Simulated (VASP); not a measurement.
ZrB, 2 atoms in the cell. It takes space group Fm-3m (No. 225, cubic). Conventional cell: a = 4.778 Å, b = 4.778 Å, c = 4.778 Å, α = 90.00°, β = 90.00°, γ = 90.00°. Within 3.2 Å of Zr (site symmetry m-3m) lie 6 B at 2.39 Å. Within 3.2 Å of B (site symmetry m-3m) lie 6 Zr at 2.39 Å. 

```yaml
Program: VASP 6.6.1
Task: single point
Functional: PBE
Potentials_or_basis: VASP PAW PBE potentials, release 64 (Zr_sv, B)
Cutoff: 500 eV
k_mesh: 8 × 8 × 8
Occupations: methfessel-paxton, width 0.1 eV
Spin: no spin polarisation
Dipole_correction: no
Further_INCAR_settings: ALGO = Normal; EDIFF = 1e-06; NBANDS = 14
```

Potentials or basis: VASP PAW PBE potentials, release 64 (Zr_sv, B).

Run with:

```sh
$ cat potpaw_PBE.64/Zr_sv/POTCAR potpaw_PBE.64/B/POTCAR > POTCAR
$ mpirun -np 1 vasp_std > vasp.out
```

Hardware: 1 thread of AMD EPYC 7R43 64-Core Processor (Zen 3), on a shared host.

**Question.** How long does it take, and how much memory?

**Answer.** It took 14 s on 1 thread of AMD EPYC 7R43 64-Core Processor (Zen 3), with other jobs on the host, peak memory 0.12 GiB. Counts: scf iterations 13, k points 29.
